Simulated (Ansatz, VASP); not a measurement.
**BaTe: VASP beside Ansatz**

```
Ba Te
1.0
     0.00000    3.54492    3.54492
     3.54492    0.00000    3.54492
     3.54492    3.54492    0.00000
Ba Te
1 1
Cartesian
  0.0000 0.0000 0.0000
  3.5449 3.5449 3.5449
```

Alike in both runs: task relaxation of cell and atoms; functional PBE; k mesh 8 × 8 × 8; occupations gaussian, width 0.02 eV; no spin polarisation.

```csv
,VASP,Ansatz
version,VASP 6.6.1,Ansatz 0.2.0
potentials or method,"VASP PAW PBE potentials, release 64 (Ba_sv, Te), cutoff 600 eV","scalar-relativistic, plane waves, PAW"
valence electrons in the cell,16,26
```

VASP gave:

```
gap on the k mesh at the Fermi level, each at its own relaxed structure (eV) : 1.60
relaxed volume (Å³/atom)                                                     : 44.55
relaxed cell length with the largest relative difference (Å)                 : 5.013
```

**Question.** Which values does Ansatz return?

**Answer.** gap on the k mesh at the Fermi level, each at its own relaxed structure (eV): 1.66; relaxed volume (Å³/atom): 44.11; relaxed cell length with the largest relative difference (Å): 4.997.

VASP's potentials hold 16 valence electrons a cell and Ansatz's 26, so a difference there can come from the potentials and not from the codes.

Spin-orbit coupling is off throughout. Noted on VASP's run: the relaxation stopped at its first step, so nothing moved.
